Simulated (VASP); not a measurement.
A run of VASP 6.6.1 is set up as follows.

Contents of INCAR:

```
PREC = Accurate
ENCUT = 520
EDIFF = 1E-6
ISMEAR = -1
SIGMA = 0.05
LREAL = False
LASPH = True
NELM = 150
ALGO = Normal
ISIF = 2
LWAVE = False
LCHARG = False
ISPIN = 2
MAGMOM = 1 1 0 0.6 0
LORBIT = 11
LMAXMIX = 4
GGA = B5
ALDAX = 1.0
AGGAX = 1.0
AGGAC = 1.0
ALDAC = 0.0
NBANDS = 40
```

File KPOINTS:

```
Automatic mesh
0
Gamma
  5 5 4
```

The input POSCAR:

```
NiMoIrPdW
1.0
    4.2000696691      0.0000000000      0.0000000000
   -2.1000348345      3.6373670311      0.0000000000
    0.0000000000      0.0000000000      5.5514552219
Ni Mo Pd Ir W
1 1 1 1 1
Direct
    0.0000000000      0.0000000000      0.0270479513
    0.6666666667      0.3333333333      0.4499413517
    0.3333333333      0.6666666667      0.7455094878
    0.3333333333      0.6666666667      0.2622407468
    0.6666666667      0.3333333333      0.9997004625
```

Potentials or basis: VASP PAW PBE potentials, release 64 (Ni, Mo_sv, Pd, Ir, W_sv).

Launch:

```console
$ cat potpaw_PBE.64/Ni/POTCAR potpaw_PBE.64/Mo_sv/POTCAR potpaw_PBE.64/Pd/POTCAR potpaw_PBE.64/Ir/POTCAR potpaw_PBE.64/W_sv/POTCAR > POTCAR
$ mpirun -np 1 vasp_std > vasp.out
```

(1) What does it give for the net moment?

(2) Estimate the pressure.

(3) Estimate the largest force.

Answers

(1) 0.00 μB per cell.

(2) 1.0 GPa.

(3) 0.095 eV/Å.

Caveat: the PAW data sets were made with another functional, which shifts forces and pressure a little.
